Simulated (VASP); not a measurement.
# ZnSn2N2 (Cmmm) in VASP: a series of runs

The runs below take ZnSn2N2 through single point, relaxation of cell and atoms, with PBE.

Everything below comes from runs of VASP 6.6.1. Logs are shortened: lines on timing, memory, paths and dates and some standing lists are left out, and cuts for length are marked.

### Step 1. The cell of the first run

Symmetry: Cmmm, No. 65, orthorhombic system. The conventional cell has a = 4.706 Å, b = 4.818 Å, c = 7.745 Å, α = 90.00°, β = 90.00°, γ = 90.00°. Within 2.2 Å of Zn (site symmetry mmm) lie 2 N at 1.68 Å. Within 3.1 Å of Sn (site symmetry mmm) lie 4 Sn at 2.35 to 2.41 Å. Sn (site symmetry mmm) has 4 Sn at 2.35 to 2.41 Å within 3.1 Å. N (site symmetry m2m) has 1 N at 1.47 Å and 1 Zn at 1.68 Å within 2.0 Å.

The cell was generated, and may not be a known phase.

### Step 2. Single point, PBE

Input file INCAR:

```
SYSTEM = ZnSn2N2
  PREC = Accurate
  ENCUT = 520
  EDIFF = 1E-7
  ISMEAR = 0
  SIGMA = 0.1
  LREAL = .FALSE.
  LASPH = .TRUE.
  NELM = 100
  ALGO = Normal
  ISIF = 2
  LWAVE = .FALSE.
  LCHARG = .TRUE.
  GGA = PE
  LELF = .TRUE.
  LVHAR = .TRUE.
  NBANDS = 33
```

Input file KPOINTS:

```
regular mesh
0
G
  6 6 2
  0 0 0
```

Input file POSCAR:

```
ZnSn2N2
1.0
    2.3532230300     -2.4090329600      0.0000000000
    2.3532230300      2.4090329600      0.0000000000
    0.0000000000      0.0000000000      7.7452531100
Zn Sn N
1 2 2
Direct
    0.5000000000      0.5000000000      0.0000000000
    0.0000000000      0.0000000000      0.5000000000
    0.5000000000      0.5000000000      0.5000000000
    0.8479291700      0.1520708300      0.0000000000
    0.1520708300      0.8479291700      0.0000000000
```

Potentials or basis: VASP PAW PBE potentials, release 64 (Zn, Sn_d, N).

The run is started by

```bash
> cat potpaw_PBE.64/Zn/POTCAR potpaw_PBE.64/Sn_d/POTCAR potpaw_PBE.64/N/POTCAR > POTCAR
> mpirun -np 1 vasp_std > vasp.out
```

OUTCAR:

```text
SYSTEM = ZnSn2N2
   PREC = Accurate
   ENCUT = 520
   EDIFF = 1E-7
   ISMEAR = 0
   LREAL = .FALSE.
   LASPH = .TRUE.
   NELM = 100
   ISIF = 2
   GGA = PE

 ion  position               nearest neighbor table
   1  0.500  0.500  0.000-   4 1.68   5 1.68
   2  0.000  0.000  0.500-   3 2.35   3 2.35   3 2.41   3 2.41
   3  0.500  0.500  0.500-   2 2.35   2 2.35   2 2.41   2 2.41
   4  0.848  0.152  0.000-   5 1.47   1 1.68
   5  0.152  0.848  0.000-   4 1.47   1 1.68

  LATTYP: Found a base centered orthorhombic cell.
 ALAT       =     4.7064460600
 B/A-ratio  =     1.0237163793
 C/A-ratio  =     1.6456691549

  Lattice vectors:

 A1 = (   2.3532230300,  -2.4090329600,   0.0000000000)
 A2 = (   2.3532230300,   2.4090329600,   0.0000000000)
 A3 = (   0.0000000000,   0.0000000000,   7.7452531100)

Analysis of symmetry for initial positions (statically):
=====================================================================
 Subroutine PRICEL returns:
 Original cell was already a primitive cell.

 Routine SETGRP: Setting up the symmetry group for a
 base centered orthorhombic supercell.

 Subroutine GETGRP returns: Found  8 space group operations
 (whereof  8 operations were pure point group operations)
 out of a pool of  8 trial point group operations.

The static configuration has the point symmetry D_2h.

Analysis of symmetry for dynamics (positions and initial velocities):
=====================================================================
 Subroutine PRICEL returns:
 Original cell was already a primitive cell.

 Routine SETGRP: Setting up the symmetry group for a
 base centered orthorhombic supercell.

 Subroutine GETGRP returns: Found  8 space group operations
 (whereof  8 operations were pure point group operations)
 out of a pool of  8 trial point group operations.

The dynamic configuration has the point symmetry D_2h.

 Subroutine INISYM returns: Found  8 space group operations
 (whereof  8 operations are pure point group operations),
 and found     1 'primitive' translations

----------------------------------------------------------------------------------------

                                     Primitive cell

  volume of cell :      87.8156

  direct lattice vectors                    reciprocal lattice vectors
     2.353223030 -2.409032960  0.000000000     0.212474548 -0.207552162  0.000000000
     2.353223030  2.409032960  0.000000000     0.212474548  0.207552162  0.000000000
     0.000000000  0.000000000  7.745253110     0.000000000  0.000000000  0.129111339

  length of vectors
[... 93 lines left out ...]
   NFREE  =      0    steps in history (QN), initial steepest desc. (CG)
   ISIF   =      2    stress and relaxation
   ISYM   =      2    0-nonsym 1-usesym 2-fastsym
   POTIM  = 0.5000    time-step for ionic-motion
   TEBEG  =    0.0;   TEEND  =   0.0 temperature during run
   PSTRESS=    0.0 pullay stress
   NELECT =      50.0000    total number of electrons
   NUPDOWN=      -1.0000    fix difference up-down
   EMIN   =  10.00;   EMAX   =-10.00  energy-range for DOS
   EFERMI =   0.00;   METHOD = LEGACY
   ISMEAR =     0;   SIGMA  =   0.10  broadening in eV -4-tet -1-fermi 0-gaus
   EFERMI_NEDOS =   21; number of points for ismear=-14 and -15
   IALGO  =     38    algorithm
   IMIX   =      4    mixing-type and parameters
     AMIX     =   0.40;   BMIX     =  1.00
     AMIX_MAG =   1.60;   BMIX_MAG =  1.00
  volume/ion in A,a.u.               =      17.56       118.52
  Fermi-wavevector in a.u.,A,eV,Ry     =   1.356879  2.564129 25.049955  1.841120
  Thomas-Fermi vector in A             =   2.483845
   LORBIT       =      0    0 simple, 1 ext, 2 COOP (PROOUT), +10 PAW based schemes
   GGA     = PE    functional components
   LHFCALC =     F    Hartree Fock is set to
   AEXX    =    0.0000 exact exchange contribution
   IVDW    =     0    specifies the selected vdW correction
   LEPSILON=     F    determine dielectric tensor
   LRPA    =     F    only Hartree local field effects (RPA)
 non-spin polarized calculation
 Gauss-broadening in eV      SIGMA  =   0.10
  energy-cutoff  :      520.00
  volume of cell :       87.82
 maximum number of plane-waves:      2385
 NGX is ok and might be reduce to    28
   NGX = 13   NGY = 13   NGZ = 29

 number of electron      49.9999975 magnetization

 Free energy of the ion-electron system (eV)
  ---------------------------------------------------
  ext. energy  EPLUGINS =         0.00000000
  ---------------------------------------------------
  free energy    TOTEN  =       -13.77378541 eV

  energy without entropy =      -13.75504840  energy(sigma->0) =      -13.76441690

 E-fermi :   6.2245     XC(G=0): -10.1230

 val. band max:        6.2134716616   @ k =   0.5000   0.0000   0.0000
 cond. band min:       6.2262655059   @ k =   0.5000   0.5000   0.5000
 fundamental gap:      0.0127938443
 Fermi energy:         6.2244518064

 k-point     1 :       0.0000    0.0000    0.0000
  band No.  band energies     occupation
      1     -18.1431      2.00000
      2     -17.4966      2.00000
      3     -17.0879      2.00000
      4     -16.6107      2.00000
      5     -16.4724      2.00000
      6     -15.7201      2.00000
[... 853 lines left out ...]
     32      12.3041      0.00000
     33      13.4784      0.00000

 [... further k-points ...]

------------------------ aborting loop because EDIFF is reached ----------------------------------------

  FORCE on cell =-STRESS in cart. coord.  units (eV):
  Direction    XX          YY          ZZ          XY          YZ          ZX
  --------------------------------------------------------------------------------------
  -------------------------------------------------------------------------------------
  Total       39.1535435     32.2703214     -0.2641009      0.0000000      0.0000000      0.0000000
  in kB      714.3486240    588.7656054     -4.8184689      0.0000000      0.0000000      0.0000000
  external PRESSURE =     432.7652535 kB  Pullay stress =       0.0000000 kB

 VOLUME and BASIS-vectors are now :
 -----------------------------------------------------------------------------
  energy-cutoff  :      520.00
  volume of cell :       87.82
      direct lattice vectors                 reciprocal lattice vectors
     2.353223030 -2.409032960  0.000000000     0.212474548 -0.207552162  0.000000000
     2.353223030  2.409032960  0.000000000     0.212474548  0.207552162  0.000000000
     0.000000000  0.000000000  7.745253110     0.000000000  0.000000000  0.129111339

 POSITION                                       TOTAL-FORCE (eV/Angst)
 -----------------------------------------------------------------------------------
      2.35322      0.00000      0.00000         0.000000      0.000000     -0.000000
      0.00000      0.00000      3.87263        -0.000000      0.000000     -0.000000
      2.35322      0.00000      3.87263        -0.000000      0.000000     -0.000000
      2.35322     -1.67635      0.00000        -0.000000    -10.663679     -0.000000
      2.35322      1.67635      0.00000        -0.000000     10.663679      0.000000
 -----------------------------------------------------------------------------------
    total drift:                                0.000000      0.000000      0.000000

  FREE ENERGIE OF THE ION-ELECTRON SYSTEM (eV)
  ---------------------------------------------------
  free  energy   TOTEN  =       -13.7737854085 eV

  energy  without entropy=      -13.7550483967  energy(sigma->0) =      -13.76441690
```

stdout:

```text
POSCAR found type information on POSCAR ZnSnN
 POSCAR found :  3 types and       5 ions
 scaLAPACK will be used
 LDA part: xc-table for (Slater+PW92), standard interpolation
 POSCAR, INCAR and KPOINTS ok, starting setup
 FFT: planning ... GRIDC
 FFT: planning ... GRID_SOFT
 FFT: planning ... GRID
 WAVECAR not read
 entering main loop
```

Run time: 2.5 min. Hardware: 1 thread of Intel Xeon 8259CL, shared host; peak memory 0.24 GiB.

Results:

```yaml
Free_energy: -13.7738 eV
Pressure: 43.3 GPa
Largest_force: 10.664 eV/Å
Band_gap_on_the_k_mesh: zero (bands 25 and 26 overlap by 0.75 eV)
```

Forces on the atoms (eV/Å):
```
Zn    0.000   0.000   0.000
Sn    0.000   0.000   0.000
Sn    0.000   0.000   0.000
N     0.000 -10.664   0.000
N     0.000  10.664   0.000
```

Caveat: the k points lie up to 0.41 Å⁻¹ apart, too coarse for converged energies and pressures of a metal; spin-orbit coupling is left out, which moves the levels of the heavy elements; forces of over 1 eV/Å act on the atoms, so gaps and moduli don't describe the material at rest.

### Step 3. Single point, PBE

This run uses another cell than the first one, of 24.90 Å³/atom.

Input file INCAR:

```
SYSTEM = ZnSn2N2
  ALGO = Normal
  EDIFF = 1E-6
  ENCUT = 520
  GGA = PE
  ISIF = 2
  ISMEAR = 0
  LASPH = .TRUE.
  LCHARG = .TRUE.
  LELF = .TRUE.
  LREAL = .FALSE.
  LVHAR = .TRUE.
  LWAVE = .FALSE.
  NBANDS = 33
  NELM = 60
  PREC = Accurate
  SIGMA = 0.1
```

Input file KPOINTS:

```
k-points
0
G
  4 4 4
  0 0 0
```

Input file POSCAR:

```
ZnSn2N2
1.0
    3.1834792135     -3.4822699281      0.0000000000
    3.1834792135      3.4822699281      0.0000000000
    0.0000000000      0.0000000000      5.6145349894
Zn Sn N
1 2 2
Direct
    0.5000000000      0.5000000000      0.0000000000
    0.0000000000      0.0000000000      0.5000000000
    0.5000000000      0.5000000000      0.5000000000
    0.9185902386      0.0814097614      0.0000000000
    0.0814097614      0.9185902386      0.0000000000
```

Potentials or basis: VASP PAW PBE potentials, release 64 (Zn, Sn_d, N).

The run is started by

```bash
> cat potpaw_PBE.64/Zn/POTCAR potpaw_PBE.64/Sn_d/POTCAR potpaw_PBE.64/N/POTCAR > POTCAR
> mpirun -np 1 vasp_std > vasp.out
```

It took 2 min on 1 thread of Intel Xeon 8259CL, shared host; peak memory 0.26 GiB.

It converged, with:

| Quantity | Value |
| --- | --- |
| Free energy | -22.9663 eV |
| Pressure | 0.5 GPa |
| Largest force | 1.168 eV/Å |
| Band gap on the k mesh | zero (bands 25 and 26 overlap by 1.44 eV) |

Forces in eV/Å, atoms in the order of the input:
```
Zn   0.000  0.000  0.000
Sn   0.000  0.000  0.000
Sn   0.000  0.000  0.000
N    0.000  1.168  0.000
N    0.000 -1.168  0.000
```

Stress tensor (GPa, compression positive):
```
 0.00  0.00  0.00
 0.00  1.74  0.00
 0.00  0.00 -0.24
```

Levels at points of the mesh, in eV from the Fermi level:
| k point | band 23 | band 24 | band 25 | band 26 | band 27 | band 28 |
| --- | --- | --- | --- | --- | --- | --- |
| (0.00, 0.00, 0.00) | -1.82 | -1.71 | -0.72 | -0.69 | 0.23 | 0.55 |
| (0.50, 0.00, 0.00) | -1.64 | -1.28 | -0.01 | 0.45 | 0.67 | 0.74 |
| (0.50, 0.50, 0.00) | -3.06 | -2.87 | -1.19 | -1.00 | 0.16 | 1.20 |
| (0.00, 0.00, 0.50) | -3.49 | -1.67 | -1.22 | 0.32 | 0.70 | 1.36 |
| (0.50, 0.00, 0.50) | -3.66 | -0.60 | 0.02 | 0.63 | 0.80 | 1.17 |
| (0.50, 0.50, 0.50) | -3.77 | -3.15 | -3.07 | 0.98 | 1.06 | 1.20 |

Caveat: the standard files for N, O and F lose accuracy on very short bonds; spin-orbit coupling is left out, which moves the levels of the heavy elements; forces of over 1 eV/Å act on the atoms, so gaps and moduli don't describe the material at rest.

(Part 1 of 2 ends here.)

The gap in the log of VASP goes by the Fermi energy; the results here count the filled bands.